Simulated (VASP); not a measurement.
Crystal: SiTe3.

```
Si Te
1.0
     6.92068    0.00000    0.00000
    -3.46034    5.99348    0.00000
     0.00000    0.00000    5.55491
Si Te
2 6
Direct
  0.33333 0.66667 0.25000
  0.66667 0.33333 0.75000
  0.83300 0.66600 0.25000
  0.16700 0.83300 0.75000
  0.33400 0.16700 0.25000
  0.16700 0.33400 0.75000
  0.83300 0.16700 0.25000
  0.66600 0.83300 0.75000
```

| Quantity | Value |
| --- | --- |
| Program | VASP 6.6.1 |
| Task | relaxation of cell and atoms |
| Functional | PBE |
| Potentials or basis | VASP PAW PBE potentials, release 64 (Si, Te) |
| Cutoff | 600 eV |
| k mesh | 3 × 3 × 4 |
| Occupations | gaussian, width 0.1 eV |
| Spin | no spin polarisation |

At the start: pressure -4.8 GPa; volume 28.80 Å³/atom.

Q: How do energy, volume and symmetry change on relaxing?

A: Over 37 steps the energy falls by 339.0 meV/atom and the volume is 28.83 Å³/atom (+0.1 %); space group P6_3/mmc (No. 194, to 0.1 Å) before and after.

The path:
```
step  energy change (eV)  largest force (eV/Å)  pressure (GPa)  volume (Å³)
   1              0.0000                0.6299           -4.83       230.41
   2             -0.6438                0.5113            0.93       202.57
   3             -0.6447                0.5058            1.19       201.73
   4             -0.7956                0.3050            1.26       202.25
   5             -0.8293                0.2020            1.44       202.50
   6             -0.8366                0.1575            1.44       202.57
   7             -0.8635                0.0843            1.53       202.69
   8             -0.9150                0.0056            2.01       202.75
   9             -0.9507                0.4094            4.09       202.20
  10             -1.0909                1.6313           10.74       198.23
  11             -1.1721                1.1436            7.06       200.58
  12             -1.1648                1.4840            9.14       199.28
  13             -1.2072                1.4745            9.04       199.85
  14             -1.3193                1.4484            8.94       201.51
  15             -1.4722                1.4602            8.84       204.70
  16             -1.4517                1.7660            9.46       210.48
  17             -1.5226                1.5760            9.08       208.20
  18             -1.6714                1.4475            8.06       210.39
  19             -2.0301                1.1031            5.34       217.06
  20             -2.4032                0.5587            1.02       230.81
  21             -2.4440                0.4014           -0.39       236.64
  22             -2.4453                0.3738           -0.67       237.90
  23             -2.4661                0.3798           -0.62       237.56
  24             -2.5261                0.4124           -0.43       236.52
  25             -2.6222                0.3870            0.04       234.36
  26             -2.6387                0.0794            1.16       229.77
  27             -2.6714                0.2755            0.58       232.17
  28             -2.6731                0.2118            0.76       231.41
  29             -2.6737                0.2313            0.70       231.64
  30             -2.6896                0.0923            0.00       234.03
  31             -2.6901                0.0632           -0.16       234.57
  32             -2.6983                0.0634           -0.22       234.25
  33             -2.7065                0.0567           -0.36       233.50
  34             -2.7068                0.0538           -0.39       233.37
  35             -2.7108                0.0541            0.13       230.46
  36             -2.7108                0.0544            0.10       230.61
  37             -2.7119                0.0273            0.06       230.61
```

Final structure:
```
Si Te
1.0
     8.36073    0.00000    0.00000
    -4.18036    7.24060    0.00000
     0.00000    0.00000    3.80948
Si Te
2 6
Direct
  0.33333 0.66667 0.25000
  0.66667 0.33333 0.75000
  0.81133 0.62267 0.25000
  0.18867 0.81133 0.75000
  0.37733 0.18867 0.25000
  0.18867 0.37733 0.75000
  0.81133 0.18867 0.25000
  0.62267 0.81133 0.75000
```

Caveat: a cell axis changed by over 15 % at a fixed basis, so the end point is rough.
